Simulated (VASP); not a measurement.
A run of VASP 6.6.1 is set up as follows.

INCAR

```
  PREC = Accurate
  ENCUT = 600
  EDIFF = 1E-6
  ISMEAR = 0
  SIGMA = 0.1
  LREAL = F
  LASPH = T
  NELM = 60
  ALGO = Normal
  ISIF = 3
  LWAVE = F
  LCHARG = F
  GGA = PE
  IBRION = 2
  NSW = 70
  EDIFFG = -0.008
  PSTRESS = 120.0
```

The input KPOINTS:

```
Automatic mesh
0
Gamma
  14 14 14
```

File POSCAR:

```
CoSi2
1.0
    0.0000000000      2.6268357654      2.6268357654
    2.6268357654      0.0000000000      2.6268357654
    2.6268357654      2.6268357654      0.0000000000
Co Si
1 2
Direct
    0.0000000000      0.0000000000      0.0000000000
    0.2500000000      0.2500000000      0.2500000000
    0.7500000000      0.7500000000      0.7500000000
```

Potentials or basis: VASP PAW PBE potentials, release 64 (Co, Si).

Run with:

```sh
$ cat potpaw_PBE.64/Co/POTCAR potpaw_PBE.64/Si/POTCAR > POTCAR
$ mpirun -np 1 vasp_std > vasp.out
```

Problem. Estimate the space group after relaxing (to 0.05 Å).

Solution. Fm-3m (No. 225).

Problem. Estimate the relaxed volume.

Solution. 12.09 Å³/atom.

Problem. Predict the relaxed cell.

Solution. a = 3.715 Å, b = 3.715 Å, c = 3.715 Å, α = 60.00°, β = 60.00°, γ = 60.00°.

Final structure:
```
Co Si
1.0
     0.00000    2.62717    2.62717
     2.62717    0.00000    2.62717
     2.62717    2.62717    0.00000
Co Si
1 2
Direct
  0.00000 0.00000 0.00000
  0.25000 0.25000 0.25000
  0.75000 0.75000 0.75000
```

Caveat: the cell is relaxed towards a set pressure, so the enthalpy falls and the energy may rise. Spin polarisation is off, so any magnetic state and its effect on volume and gap are missing.
